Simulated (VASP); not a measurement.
Here is a VASP 6.6.1 calculation.

The input INCAR:

```
SYSTEM = CuSi16H4
ALGO = Normal ; EDIFF = 1E-7
ENCUT = 520 ; GGA = PS
ISIF = 2 ; ISMEAR = -1
ISPIN = 2 ; LASPH = .TRUE.
LCHARG = .FALSE. ; LMAXMIX = 4
LORBIT = 11 ; LREAL = Auto
LWAVE = .FALSE. ; MAGMOM = 0 0 0 0 0 0 0 0 0.06 0 0 0 0 0 0 0 0.22 0 0.22 0.22 0
NBANDS = 60 ; NELM = 150
PREC = Accurate ; SIGMA = 0.05
```

File KPOINTS:

```
k-points
0
G
  2 2 1
  0 0 0
```

The input POSCAR:

```
CuSi16H4
1.0
    7.6791800000      0.0000000000      0.0000000000
    3.8395900000      6.6503650000      0.0000000000
    0.0000000000      0.0000000000     17.4187650000
H Si Cu
4 16 1
Direct
    0.1666666792      0.1666666416      0.0574094088
    0.6666666792      0.1666666416      0.0574094088
    0.1666666416      0.6666667168      0.0574094088
    0.6666666416      0.6666667168      0.0574094088
    0.1666666792      0.1666666416      0.1435233784
    0.6666666792      0.1666666416      0.1435233784
    0.1666666416      0.6666667168      0.1435233784
    0.6666666416      0.6666667168      0.1435233784
   -0.1666882464      0.3333817016      0.1867013534
    0.3337670630      0.3330776581      0.1873403769
   -0.1667730057      0.8337124353      0.1867840803
    0.3330637240      0.8332026889      0.1850507771
   -0.1658897805      0.3349163542      0.3225868769
    0.3352054136      0.3345777262      0.3233151719
   -0.1663425720      0.8358539719      0.3222950651
    0.3359566970      0.8371399164      0.3192581678
    0.0043580805     -0.0001030019      0.3606264853
    0.5012289003      0.0010206959      0.3657801802
    0.0008287645      0.5024028004      0.3612872095
    0.4993345616      0.5059170437      0.3610429327
    0.4713536600      0.9411281937      0.4852011609
```

Potentials or basis: VASP PAW PBE potentials, release 64 (H, Si, Cu).

Run with:

```console
$ cat potpaw_PBE.64/H/POTCAR potpaw_PBE.64/Si/POTCAR potpaw_PBE.64/Cu/POTCAR > POTCAR
$ mpirun -np 1 vasp_std > vasp.out
```

(1) Estimate the net moment.

(2) Predict the site moments.

(3) Estimate the band gap on the k mesh.

Results:

(1) 2.99 μB per cell.

(2) H +0.01, +0.00 (each value once); Si +0.02, -0.00, +0.06, +0.04, +0.03, +0.01, +0.23 (each value once); Cu +0.02 μB.

(3) 0.45 eV (least direct gap 0.46 eV).

Caveat: the k points lie up to 0.47 Å⁻¹ apart; there is no dipole correction, which matters where the two faces differ.
